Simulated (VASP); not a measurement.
Write the native input for VASP 6.6.1 that does the following.

| Item | Value |
| --- | --- |
| Task | electric field gradients |
| Functional | LDA |
| Potentials or basis | VASP PAW LDA potentials, release 64 (Mg, Sn_d) |
| Cutoff | 520 eV |
| k mesh | 11 × 11 × 11 |
| Occupations | fermi-dirac, width 0.08 eV |
| Spin | no spin polarisation |
| Dipole correction | no |
| Further INCAR settings | ALGO = Normal; EDIFF = 1e-08; NBANDS = 16 |

The structure of Mg2Sn lies in POSCAR:

```
Mg2Sn
1.0
    0.0000000000      3.3795000000      3.3457050000
    3.3795000000      0.0000000000      3.3457050000
    3.3795000000      3.3795000000      0.0000000000
Mg Sn
2 1
Direct
    0.2500000000      0.2500000000      0.2500000000
    0.7500000000      0.7500000000      0.7500000000
    0.0000000000      0.0000000000      0.0000000000
```

This cell differs from its parent crystal: zz strain of -1 %.

The input as run:

INCAR

```
PREC = Accurate
ENCUT = 520
EDIFF = 1E-8
ISMEAR = -1
SIGMA = 0.08
LREAL = False
LASPH = True
NELM = 120
ALGO = Normal
ISIF = 2
LWAVE = False
LCHARG = False
LEFG = True
NBANDS = 16
GGA_COMPAT = False
```

KPOINTS

```
regular mesh
0
Gamma
  11 11 11
```

Potentials or basis: VASP PAW LDA potentials, release 64 (Mg, Sn_d).

Command:

```console
$ cat potpaw_LDA.64/Mg/POTCAR potpaw_LDA.64/Sn_d/POTCAR > POTCAR
$ mpirun -np 1 vasp_std > vasp.out
```

Results of the run:

```
Pressure                                : -1.7 GPa
Band gap on the k mesh                  : zero (bands 9 and 10 overlap by 0.24 eV)
Largest electric field gradient by atom : Mg -0.1; Sn -3.9 V/Å²
```

Caveat: the cell differs from its parent crystal (zz strain of -1 %); without QUAD_EFG the Cq values of the log hold for a quadrupole moment of 1 mb, not for the nuclei; spin-orbit coupling is left out, which moves the levels of the heavy elements.

Wall time 93 s on 1 thread of AMD EPYC 9R45 96-Core Processor (Zen 5), on a shared host, peak memory 0.26 GiB.
